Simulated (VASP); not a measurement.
# ZnSe (F-43m) in VASP: settings compared

ZnSe is run at these levels: PBE, r2SCAN; tasks: single point.

Everything below comes from runs of VASP 6.6.1. Logs are shortened: lines on timing, memory, paths and dates and some standing lists are left out, and cuts for length are marked.

## (1) The cell of the first run

It takes space group F-43m (No. 216, cubic). Conventional cell: a = 5.890 Å, b = 5.890 Å, c = 5.890 Å, α = 90.00°, β = 90.00°, γ = 90.00°. Within 3.4 Å of Zn (site symmetry -43m) lie 4 Se at 2.55 Å. Se (site symmetry -43m) has 4 Zn at 2.55 Å within 3.4 Å.

## (2) Single point, PBE (functional PBE, strained)

INCAR

```
PREC = Accurate
ENCUT = 520
EDIFF = 1E-6
ISMEAR = 0
SIGMA = 0.02
LREAL = F
LASPH = T
NELM = 80
ALGO = Normal
ISIF = 2
LWAVE = F
LCHARG = T
GGA = PE
LELF = T
LVHAR = T
NBANDS = 16
```

KPOINTS

```
Automatic mesh
0
Gamma
  8 8 8
```

POSCAR

```
ZnSe
1.0
    0.0000000000      2.9451683400      2.9451683400
    2.9451683400      0.0000000000      2.9451683400
    2.9451683400      2.9451683400      0.0000000000
Zn Se
1 1
Direct
    0.0000000000      0.0000000000      0.0000000000
    0.7500000000      0.7500000000      0.7500000000
```

Potentials or basis: VASP PAW PBE potentials, release 64 (Zn, Se).

Launch:

```
$ cat potpaw_PBE.64/Zn/POTCAR potpaw_PBE.64/Se/POTCAR > POTCAR
$ mpirun -np 1 vasp_std > vasp.out
```

OUTCAR:

```text
PREC = Accurate
   ENCUT = 520
   EDIFF = 1E-6
   ISMEAR = 0
   LREAL = F
   LASPH = T
   NELM = 80
   ISIF = 2
   GGA = PE

 ion  position               nearest neighbor table
   1  0.000  0.000  0.000-   2 2.55   2 2.55   2 2.55   2 2.55
   2  0.750  0.750  0.750-   1 2.55   1 2.55   1 2.55   1 2.55

  LATTYP: Found a face centered cubic cell.
 ALAT       =     5.8903366800

  Lattice vectors:

 A1 = (   0.0000000000,   2.9451683400,   2.9451683400)
 A2 = (   2.9451683400,   0.0000000000,   2.9451683400)
 A3 = (   2.9451683400,   2.9451683400,   0.0000000000)

Analysis of symmetry for initial positions (statically):
=====================================================================
 Subroutine PRICEL returns:
 Original cell was already a primitive cell.

 Routine SETGRP: Setting up the symmetry group for a
 face centered cubic supercell.

 Subroutine GETGRP returns: Found 24 space group operations
 (whereof 24 operations were pure point group operations)
 out of a pool of 48 trial point group operations.

The static configuration has the point symmetry T_d .

Analysis of symmetry for dynamics (positions and initial velocities):
=====================================================================
 Subroutine PRICEL returns:
 Original cell was already a primitive cell.

 Routine SETGRP: Setting up the symmetry group for a
 face centered cubic supercell.

 Subroutine GETGRP returns: Found 24 space group operations
 (whereof 24 operations were pure point group operations)
 out of a pool of 48 trial point group operations.

The dynamic configuration has the point symmetry T_d .

 Subroutine INISYM returns: Found 24 space group operations
 (whereof 24 operations are pure point group operations),
 and found     1 'primitive' translations

----------------------------------------------------------------------------------------

                                     Primitive cell

  volume of cell :      51.0929

  direct lattice vectors                    reciprocal lattice vectors
     0.000000000  2.945168340  2.945168340    -0.169769583  0.169769583  0.169769583
     2.945168340  0.000000000  2.945168340     0.169769583 -0.169769583  0.169769583
     2.945168340  2.945168340  0.000000000     0.169769583  0.169769583 -0.169769583

  length of vectors
     4.165097010  4.165097010  4.165097010     0.294049543  0.294049543  0.294049543

  position of ions in fractional coordinates (direct lattice)
     0.000000000  0.000000000  0.000000000
     0.750000000  0.750000000  0.750000000

  ion indices of the primitive-cell ions
   primitive index   ion index
                 1           1
                 2           2

----------------------------------------------------------------------------------------

 KPOINTS: Automatic mesh

Automatic generation of k-mesh.
 Grid dimensions read from file:
 generate k-points for:    8    8    8

 Generating k-lattice:

  Cartesian coordinates                     Fractional coordinates (reciprocal lattice)
    -0.021221198  0.021221198  0.021221198     0.125000000  0.000000000  0.000000000
     0.021221198 -0.021221198  0.021221198     0.000000000  0.125000000  0.000000000
     0.021221198  0.021221198 -0.021221198     0.000000000  0.000000000  0.125000000

  Length of vectors
     0.036756193  0.036756193  0.036756193

  Shift w.r.t. Gamma in fractional coordinates (k-lattice)
     0.000000000  0.000000000  0.000000000

 Subroutine IBZKPT returns following result:
 ===========================================

 Found     29 irreducible k-points:

 Following reciprocal coordinates:
            Coordinates               Weight
  0.000000  0.000000  0.000000      1.000000
  0.125000  0.000000  0.000000      8.000000
  0.250000  0.000000  0.000000      8.000000
  0.375000  0.000000  0.000000      8.000000
  0.500000  0.000000  0.000000      4.000000
  0.125000  0.125000  0.000000      6.000000
[... 16 lines left out ...]
  0.500000  0.250000  0.125000     48.000000
 -0.375000  0.250000  0.125000     24.000000
 [... further k-points ...]
   k-points           NKPTS =     29   k-points in BZ     NKDIM =     29   number of bands    NBANDS=     16
   number of dos      NEDOS =    301   number of ions     NIONS =      2
   total plane-waves  NPLWV =  32768
   dimension x,y,z NGX =    32 NGY =   32 NGZ =   32
   dimension x,y,z NGXF=    64 NGYF=   64 NGZF=   64
   ions per type =               1   1
   NGX,Y,Z   is equivalent  to a cutoff of  12.77, 12.77, 12.77 a.u.
   NGXF,Y,Z  is equivalent  to a cutoff of  25.54, 25.54, 25.54 a.u.
 SYSTEM =  unknown system
   PREC   = accura    normal or accurate (medium, high low for compatibility)
   ISTART =      0    job   : 0-new  1-cont  2-samecut
   ICHARG =      2    charge: 1-file 2-atom 10-const
   ISPIN  =      1    spin polarized calculation?
   LNONCOLLINEAR =      F non collinear calculations
   LSORBIT =      F    spin-orbit coupling
   LASPH  =      T    aspherical Exc in radial PAW
   ENCUT  =  520.0 eV  38.22 Ry    6.18 a.u.   7.74  7.74  7.74*2*pi/ulx,y,z
   NELM   =     80;   NELMIN=  2; NELMDL= -5     # of ELM steps
   EDIFF  = 0.1E-05   stopping-criterion for ELM
   LREAL  =      F    real-space projection
   EDIFFG = 0.1E-04   stopping-criterion for IOM
   NSW    =      0    number of steps for IOM
   IBRION =     -1    ionic relax: 0-MD 1-quasi-New 2-CG
   NFREE  =      0    steps in history (QN), initial steepest desc. (CG)
   ISIF   =      2    stress and relaxation
   ISYM   =      2    0-nonsym 1-usesym 2-fastsym
   POTIM  = 0.5000    time-step for ionic-motion
   TEBEG  =    0.0;   TEEND  =   0.0 temperature during run
   PSTRESS=    0.0 pullay stress
   NELECT =      18.0000    total number of electrons
   NUPDOWN=      -1.0000    fix difference up-down
   EMIN   =  10.00;   EMAX   =-10.00  energy-range for DOS
   EFERMI =   0.00;   METHOD = LEGACY
   ISMEAR =     0;   SIGMA  =   0.02  broadening in eV -4-tet -1-fermi 0-gaus
   EFERMI_NEDOS =   21; number of points for ismear=-14 and -15
   IALGO  =     38    algorithm
   IMIX   =      4    mixing-type and parameters
     AMIX     =   0.40;   BMIX     =  1.00
     AMIX_MAG =   1.60;   BMIX_MAG =  1.00
  volume/ion in A,a.u.               =      25.55       172.40
  Fermi-wavevector in a.u.,A,eV,Ry     =   1.156233  2.184964 18.189301  1.336876
  Thomas-Fermi vector in A             =   2.292855
   LORBIT       =      0    0 simple, 1 ext, 2 COOP (PROOUT), +10 PAW based schemes
   GGA     = PE    functional components
   LHFCALC =     F    Hartree Fock is set to
   AEXX    =    0.0000 exact exchange contribution
   IVDW    =     0    specifies the selected vdW correction
   LEPSILON=     F    determine dielectric tensor
   LRPA    =     F    only Hartree local field effects (RPA)
 non-spin polarized calculation
 Gauss-broadening in eV      SIGMA  =   0.02
  energy-cutoff  :      520.00
  volume of cell :       51.09
 maximum number of plane-waves:      1387
   NGX = 15   NGY = 15   NGZ = 15

 number of electron      17.9999991 magnetization

 Free energy of the ion-electron system (eV)
  ---------------------------------------------------
  ext. energy  EPLUGINS =         0.00000000
  ---------------------------------------------------
  free energy    TOTEN  =        -5.98528754 eV

  energy without entropy =       -5.98528754  energy(sigma->0) =       -5.98528754

 E-fermi :   0.7840     XC(G=0):  -8.8038

 val. band max:        0.6894543009   @ k =   0.0000   0.0000   0.0000
 cond. band min:       1.5352612143   @ k =   0.0000   0.0000   0.0000
 fundamental gap:      0.8458069134
 Fermi energy:         0.7839814856

 k-point     1 :       0.0000    0.0000    0.0000
  band No.  band energies     occupation
      1     -11.8968      2.00000
      2      -5.5028      2.00000
      3      -5.5028      2.00000
      4      -5.5028      2.00000
      5      -5.2291      2.00000
      6      -5.2291      2.00000
[... 8 lines left out ...]
     15      11.9030      0.00000
     16      11.9030      0.00000

 k-point     2 :       0.1250    0.0000    0.0000
  band No.  band energies     occupation
      1     -11.8173      2.00000
      2      -5.4908      2.00000
      3      -5.4908      2.00000
      4      -5.4906      2.00000
      5      -5.2299      2.00000
      6      -5.2299      2.00000
[... 8 lines left out ...]
     15      11.2109      0.00000
     16      11.2109      0.00000

 k-point     3 :       0.2500    0.0000    0.0000
  band No.  band energies     occupation
      1     -11.6134      2.00000
      2      -5.4645      2.00000
      3      -5.4645      2.00000
      4      -5.4292      2.00000
      5      -5.2286      2.00000
      6      -5.2286      2.00000
[... 8 lines left out ...]
     15      10.9769      0.00000
     16      11.1808      0.00000

 k-point     4 :       0.3750    0.0000    0.0000
  band No.  band energies     occupation
      1     -11.3894      2.00000
      2      -5.4431      2.00000
      3      -5.4431      2.00000
      4      -5.2676      2.00000
      5      -5.2210      2.00000
      6      -5.2210      2.00000
[... 8 lines left out ...]
     15      11.9405      0.00000
     16      11.9405      0.00000
[... 324 lines left out ...]
 k-point    22 :       0.3750    0.2500    0.1250
  band No.  band energies     occupation
      1     -11.4555      2.00000
      2      -5.4515      2.00000
      3      -5.4237      2.00000
      4      -5.3882      2.00000
      5      -5.2371      2.00000
      6      -5.2106      2.00000
[... 8 lines left out ...]
     15      12.5584      0.00000
     16      13.4948      0.00000

 k-point    23 :       0.5000    0.2500    0.1250
  band No.  band energies     occupation
      1     -11.2701      2.00000
      2      -5.4228      2.00000
      3      -5.4052      2.00000
      4      -5.2883      2.00000
      5      -5.2184      2.00000
      6      -5.1676      2.00000
[... 8 lines left out ...]
     15      12.7518      0.00000
     16      13.8723      0.00000

 k-point    24 :      -0.3750    0.2500    0.1250
  band No.  band energies     occupation
      1     -11.1889      2.00000
      2      -5.4178      2.00000
      3      -5.3957      2.00000
      4      -5.2473      2.00000
      5      -5.2225      2.00000
      6      -5.0696      2.00000
[... 8 lines left out ...]
     15      12.9884      0.00000
     16      13.7432      0.00000

 [... further k-points ...]

------------------------ aborting loop because EDIFF is reached ----------------------------------------

  FORCE on cell =-STRESS in cart. coord.  units (eV):
  Direction    XX          YY          ZZ          XY          YZ          ZX
  --------------------------------------------------------------------------------------
  -------------------------------------------------------------------------------------
  Total       -1.1731711     -1.1731711     -1.1731711      0.0000000      0.0000000      0.0000000
  in kB      -36.7884562    -36.7884562    -36.7884562      0.0000000      0.0000000      0.0000000
  external PRESSURE =     -36.7884562 kB  Pullay stress =       0.0000000 kB

 VOLUME and BASIS-vectors are now :
 -----------------------------------------------------------------------------
  energy-cutoff  :      520.00
  volume of cell :       51.09
      direct lattice vectors                 reciprocal lattice vectors
     0.000000000  2.945168340  2.945168340    -0.169769583  0.169769583  0.169769583
     2.945168340  0.000000000  2.945168340     0.169769583 -0.169769583  0.169769583
     2.945168340  2.945168340  0.000000000     0.169769583  0.169769583 -0.169769583

 POSITION                                       TOTAL-FORCE (eV/Angst)
 -----------------------------------------------------------------------------------
      0.00000      0.00000      0.00000        -0.000000     -0.000000     -0.000000
      4.41775      4.41775      4.41775         0.000000      0.000000      0.000000
 -----------------------------------------------------------------------------------
    total drift:                                0.000001      0.000001      0.000001

  FREE ENERGIE OF THE ION-ELECTRON SYSTEM (eV)
  ---------------------------------------------------
  free  energy   TOTEN  =        -5.9852875402 eV

  energy  without entropy=       -5.9852875402  energy(sigma->0) =       -5.98528754
```

Wall time 8.9 s (1 thread of Intel Xeon 6975P-C (Granite Rapids), shared host); peak memory 0.18 GiB.

What came out:

* Free energy: -5.9853 eV
* Pressure: -3.7 GPa
* Band gap on the k mesh: 0.85 eV, direct

Levels at points of the mesh, in eV from the valence-band top:
```csv
k point,band 6,band 7,band 8,band 9,band 10,band 11,band 12,band 13
"(0.00, 0.00, 0.00)",-5.92,0.00,0.00,0.00,0.85,5.81,5.81,5.81
"(0.50, 0.00, 0.00)",-5.80,-4.54,-0.71,-0.71,2.34,6.38,6.38,8.20
"(0.50, 0.50, 0.00)",-5.78,-4.27,-1.80,-1.80,3.23,3.42,9.95,10.47
```

Caveat: the cell differs from its parent crystal (functional PBE, strained).

## (3) Single point, r2SCAN (functional r2SCAN, strained)

POSCAR

```
ZnSe
1.0
    0.0000000000      2.9674420080      2.9674420080
    2.9674420080      0.0000000000      2.9674420080
    2.9674420080      2.9674420080      0.0000000000
Zn Se
1 1
Direct
    0.0000000000      0.0000000000      0.0000000000
    0.7500000000      0.7500000000      0.7500000000
```

INCAR.step1

```
ALGO = Normal
EDIFF = 1E-4
ENCUT = 520
GGA = PE
ISMEAR = 0
LASPH = True
LCHARG = False
LREAL = False
LWAVE = True
NBANDS = 16
NELM = 100
PREC = Accurate
SIGMA = 0.02
```

INCAR.step2

```
ALGO = Normal
EDIFF = 1E-6
ENCUT = 520
ISIF = 2
ISMEAR = 0
ISTART = 1
LASPH = True
LCHARG = False
LMIXTAU = True
LREAL = False
LWAVE = False
METAGGA = R2SCAN
NBANDS = 16
NELM = 100
PREC = Accurate
SIGMA = 0.02
```

KPOINTS

```
k-points
0
Gamma
  8 8 8
```

Potentials or basis: VASP PAW PBE potentials, release 64 (Zn, Se).

Launch:

```
$ cat potpaw_PBE.64/Zn/POTCAR potpaw_PBE.64/Se/POTCAR > POTCAR
$ cp INCAR.step1 INCAR
$ mpirun -np 1 vasp_std > vasp.out
$ cp INCAR.step2 INCAR
$ mpirun -np 1 vasp_std > vasp.out
```

OUTCAR:

```text
EDIFF = 1E-6
   ENCUT = 520
   ISIF = 2
   ISMEAR = 0
   ISTART = 1
   LASPH = True
   LREAL = False
   METAGGA = R2SCAN
   NELM = 100
   PREC = Accurate

 ion  position               nearest neighbor table
   1  0.000  0.000  0.000-   2 2.57   2 2.57   2 2.57   2 2.57
   2  0.750  0.750  0.750-   1 2.57   1 2.57   1 2.57   1 2.57

  LATTYP: Found a face centered cubic cell.
 ALAT       =     5.9348840160

  Lattice vectors:

[... 642 lines left out ...]

------------------------ aborting loop because EDIFF is reached ----------------------------------------

  FORCE on cell =-STRESS in cart. coord.  units (eV):
  Direction    XX          YY          ZZ          XY          YZ          ZX
  --------------------------------------------------------------------------------------
  -------------------------------------------------------------------------------------
  Total       -2.1514703     -2.1514703     -2.1514703      0.0000000      0.0000000     -0.0000000
  in kB      -65.9582635    -65.9582635    -65.9582635      0.0000000      0.0000000     -0.0000000
  external PRESSURE =     -65.9582635 kB  Pullay stress =       0.0000000 kB

 VOLUME and BASIS-vectors are now :
 -----------------------------------------------------------------------------
  energy-cutoff  :      520.00
  volume of cell :       52.26
      direct lattice vectors                 reciprocal lattice vectors
     0.000000000  2.967442008  2.967442008    -0.168495289  0.168495289  0.168495289
     2.967442008  0.000000000  2.967442008     0.168495289 -0.168495289  0.168495289
     2.967442008  2.967442008  0.000000000     0.168495289  0.168495289 -0.168495289

 POSITION                                       TOTAL-FORCE (eV/Angst)
 -----------------------------------------------------------------------------------
      0.00000      0.00000      0.00000         0.000000      0.000000      0.000000
      4.45116      4.45116      4.45116        -0.000000     -0.000000     -0.000000
 -----------------------------------------------------------------------------------
    total drift:                               -0.000019     -0.000019     -0.000019

  FREE ENERGIE OF THE ION-ELECTRON SYSTEM (eV)
  ---------------------------------------------------
  free  energy   TOTEN  =       -24.7495257353 eV

  energy  without entropy=      -24.7495257353  energy(sigma->0) =      -24.74952574
```

OUTCAR.step1:

```text
EDIFF = 1E-4
   ENCUT = 520
   GGA = PE
   ISMEAR = 0
   LASPH = True
[... 676 lines left out ...]
 -----------------------------------------------------------------------------------
      0.00000      0.00000      0.00000         0.000000      0.000000      0.000000
      4.45116      4.45116      4.45116        -0.000000     -0.000000     -0.000000
 -----------------------------------------------------------------------------------
    total drift:                                0.000001      0.000001      0.000001

  FREE ENERGIE OF THE ION-ELECTRON SYSTEM (eV)
  ---------------------------------------------------
  free  energy   TOTEN  =        -5.9552831543 eV

  energy  without entropy=       -5.9552831543  energy(sigma->0) =       -5.95528315
```

OSZICAR.step1:

```text
N       E                     dE             d eps       ncg     rms          rms(c)
DAV:   1     0.865873753971E+02    0.86587E+02   -0.86740E+03   928   0.122E+03
DAV:   2    -0.561666518136E+00   -0.87149E+02   -0.81756E+02  1064   0.247E+02
DAV:   3    -0.620905992778E+01   -0.56474E+01   -0.56246E+01  1120   0.608E+01
DAV:   4    -0.625860169707E+01   -0.49542E-01   -0.49537E-01  1144   0.610E+00
DAV:   5    -0.625886383925E+01   -0.26214E-03   -0.26214E-03  1168   0.393E-01    0.378E+00
DAV:   6    -0.597158612107E+01    0.28728E+00   -0.55053E-01  1344   0.209E+01    0.294E+00
DAV:   7    -0.595496184827E+01    0.16624E-01   -0.13598E-01  1080   0.321E+00    0.127E+00
DAV:   8    -0.595486838569E+01    0.93463E-04   -0.40828E-03  1032   0.548E-01    0.382E-01
DAV:   9    -0.595518678994E+01   -0.31840E-03   -0.92292E-04  1136   0.235E-01    0.700E-02
DAV:  10    -0.595528315431E+01   -0.96364E-04   -0.11541E-04  1064   0.970E-02
   1 F= -.59552832E+01 E0= -.59552832E+01  d E =-.751526E-30
```

It took 29 s on 1 thread of Intel Xeon 6975P-C (Granite Rapids), shared host; peak memory 0.19 GiB.

What came out:

```yaml
Free_energy: -24.7495 eV
Pressure: -6.6 GPa
Band_gap_on_the_k_mesh: 1.30 eV, direct
```

Caveat: the cell differs from its parent crystal (functional r2SCAN, strained); the PAW data sets were made with another functional, which shifts forces and pressure a little.

## (4) Single point, r2SCAN

This run uses another cell than the first one, of 26.13 Å³/atom, 1.023 times its volume.

POSCAR is that of step 3.

INCAR.step1

```
SYSTEM = ZnSe
ALGO = Normal
EDIFF = 1E-4
ENCUT = 520
GGA = PE
ISMEAR = 0
LASPH = .TRUE.
LCHARG = .FALSE.
LREAL = .FALSE.
LWAVE = .TRUE.
NBANDS = 16
NELM = 60
PREC = Accurate
SIGMA = 0.02
```

INCAR.step2

```
SYSTEM = ZnSe
ALGO = Normal
EDIFF = 1E-6
ENCUT = 520
ISIF = 2
ISMEAR = 0
ISTART = 1
LASPH = .TRUE.
LCHARG = .TRUE.
LELF = .TRUE.
LMIXTAU = .TRUE.
LREAL = .FALSE.
LVHAR = .TRUE.
LWAVE = .FALSE.
METAGGA = R2SCAN
NBANDS = 16
NELM = 60
PREC = Accurate
SIGMA = 0.02
```

KPOINTS

```
k-points
0
G
  8 8 8
  0 0 0
```

Launch:

```
$ cat potpaw_PBE.64/Zn/POTCAR potpaw_PBE.64/Se/POTCAR > POTCAR
$ cp INCAR.step1 INCAR
$ mpirun -np 1 vasp_std > vasp.out
$ cp INCAR.step2 INCAR
$ mpirun -np 1 vasp_std > vasp.out
```

It took 30 s on 1 thread of Intel Xeon 6975P-C (Granite Rapids), shared host; peak memory 0.19 GiB.

It converged, with:

| Item | Value |
| --- | --- |
| Free energy | -24.7495 eV |
| Pressure | -6.6 GPa |
| Band gap on the k mesh | 1.30 eV, direct |

Levels at points of the mesh, in eV from the valence-band top:
```tsv
k point	band 5	band 6	band 7	band 8	band 9	band 10	band 11	band 12	band 13	band 14
(0.00, 0.00, 0.00)	-6.02	-6.02	0.00	0.00	0.00	1.30	6.33	6.33	6.33	9.97
(0.50, 0.00, 0.00)	-6.01	-5.91	-4.46	-0.70	-0.70	2.78	6.86	6.86	8.58	11.01
(0.50, 0.50, 0.00)	-5.98	-5.89	-4.19	-1.77	-1.77	3.60	3.80	10.49	11.09	11.09
```

Caveat: the PAW data sets were made with another functional, which shifts forces and pressure a little.
